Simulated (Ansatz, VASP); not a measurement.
**Two plane-wave programs on CaYI4**

```
Ca Y I
1.0
     5.42148    0.00000    0.00000
     0.00000    5.42148    0.00000
     0.00000    0.00000    7.69315
Ca Y I
1 1 4
Direct
  0.50000 0.50000 0.50000
  0.00000 0.00000 0.00000
  0.50000 0.00000 0.24387
  0.00000 0.50000 0.75613
  0.50000 0.00000 0.75613
  0.00000 0.50000 0.24387
```

Alike in both runs: functional PBE; k mesh 8 × 8 × 6; occupations gaussian, width 0.1 eV; no spin polarisation.

Ansatz relaxed the structure, and its values are those at the end. VASP's run is a single point on that final structure, the one shown.

```csv
,VASP,Ansatz
version,VASP 6.6.1,Ansatz 0.2.0
potentials or method,"VASP PAW PBE potentials, release 64 (Ca_sv, Y_sv, I), cutoff 520 eV","scalar-relativistic, plane waves, PAW"
valence electrons in the cell,49,89
```

```tsv
	VASP	Ansatz	Ansatz less VASP
gap on the k mesh at the Fermi level (eV)	none	none	-
pressure (GPa)	0.0	0.0	-0.02
```

A gap of «none» marks a metal or a gap that the smearing closes. With one functional, cell and mesh, what is left measures potentials, basis and numerics. VASP's potentials hold 49 valence electrons a cell and Ansatz's 89, so a difference there can come from the potentials and not from the codes.

Spin-orbit coupling is off throughout.
